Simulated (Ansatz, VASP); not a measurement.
# One calculation of Ti3Al, two programs

The input POSCAR:

```
Ti3Al
1.0
    2.9275422200      0.0000000000      0.0000000000
   -1.4637711100      2.5353259400      0.0000000000
    0.0000000000      0.0000000000      9.2263620000
Ti Al
3 1
Direct
    0.6666666700      0.3333333300      0.0000000000
    0.3333333300      0.6666666700      0.7505940000
    0.3333333300      0.6666666700      0.2494060000
    0.6666666700      0.3333333300      0.5000000000
```

INCAR.step1

```
ALGO = Normal
EDIFF = 1E-4
ENCUT = 520
GGA = PE
ISMEAR = 0
LASPH = T
LCHARG = F
LREAL = F
LWAVE = T
NBANDS = 28
NELM = 60
PREC = Accurate
SIGMA = 0.1
```

The input INCAR.step2:

```
ALGO = Normal
EDIFF = 1E-6
ENCUT = 520
ISIF = 2
ISMEAR = 0
ISTART = 1
LASPH = T
LCHARG = T
LELF = T
LMIXTAU = T
LREAL = F
LVHAR = T
LWAVE = F
METAGGA = R2SCAN
NBANDS = 28
NELM = 60
PREC = Accurate
SIGMA = 0.1
```

File KPOINTS:

```
k-points
0
Gamma
  9 9 2
```

Input for Ansatz:

```yaml
crystal:
  lattice:
    - [2.92754222, 0.0, 0.0]
    - [-1.46377111, 2.53532594, 0.0]
    - [0.0, 0.0, 9.226362]
  atoms:
    - { symbol: Ti, position: [0.66666667, 0.33333333, 0.0] }
    - { symbol: Ti, position: [0.33333333, 0.66666667, 0.750594] }
    - { symbol: Ti, position: [0.33333333, 0.66666667, 0.249406] }
    - { symbol: Al, position: [0.66666667, 0.33333333, 0.5] }
basis:
  ecutwfc: 500
kpoints:
  mp_grid: { grid: [9, 9, 2] }
hamiltonian:
  xc: r2scan
  pseudopotentials: { kind: paw, azcp: { folder: soft_1 } }
scf:
  occupations: { method: gaussian, width: 0.1 }
output:
  forces: true
  stress: true
  eigenvalues: true
```

Alike in both runs: task single point; functional r2SCAN; k mesh 9 × 9 × 2; occupations gaussian, width 0.1 eV; no spin polarisation.

```csv
,VASP,Ansatz
version,VASP 6.6.1,Ansatz 0.2.0
potentials or method,"VASP PAW PBE potentials, release 64 (Ti_sv, Al), cutoff 520 eV","scalar-relativistic, plane waves, PAW"
valence electrons in the cell,39,39
```

Ansatz gave:

| Property | Result |
| --- | --- |
| gap on the k mesh at the Fermi level (eV) | none |
| pressure (GPa) | -0.7 |
| traceless stress, the component that is largest in VASP (GPa) | -0.29 |
| rms of the force components (eV/Å) | 0.000 |

Q: Estimate VASP's values.

A: gap on the k mesh at the Fermi level (eV): none; pressure (GPa): -0.5; traceless stress, the component that is largest in VASP (GPa): -0.28; rms of the force components (eV/Å): 0.006.

VASP's potentials were made for PBE, not for r2SCAN. Atom by atom the forces differ by 0.006 eV/Å (rms over components). A gap of «none» marks a metal or a gap that the smearing closes. The functional is the same, so the differences come from potentials, cutoffs and numerics.
